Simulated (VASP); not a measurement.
Input of a VASP 6.6.1 run:

INCAR

```
SYSTEM = TaN
  PREC = Accurate
  ENCUT = 520
  EDIFF = 1E-7
  ISMEAR = -1
  SIGMA = 0.15
  LREAL = .FALSE.
  LASPH = .TRUE.
  NELM = 100
  ALGO = Normal
  ISIF = 2
  LWAVE = .FALSE.
  LCHARG = .FALSE.
  GGA = PE
  NBANDS = 15
```

KPOINTS

```
Automatic mesh
0
G
  18 18 14
  0 0 0
```

The input POSCAR:

```
TaN
1.0
    2.8837629811      0.0000000000      0.0000000000
   -1.4418814905      2.4974120001      0.0000000000
    0.0000000000      0.0000000000      2.8430537470
Ta N
1 1
Direct
    0.3333333333      0.6666666667      0.5000000000
    0.0000000000      0.0000000000      0.0000000000
```

Potentials or basis: VASP PAW PBE potentials, release 64 (Ta_pv, N).

Command:

```console
$ cat potpaw_PBE.64/Ta_pv/POTCAR potpaw_PBE.64/N/POTCAR > POTCAR
$ mpirun -np 1 vasp_std > vasp.out
```

Predict the band gap on the k mesh.

zero (bands 8 and 9 overlap by 0.30 eV).

Estimate the pressure.

25.9 GPa.

Stress tensor (GPa, compression positive):
```
25.87  0.00  0.00
 0.00 25.87  0.00
 0.00  0.00 26.08
```

Caveat: the cell stands under pressure; spin-orbit coupling is left out, which moves the levels of the heavy elements.
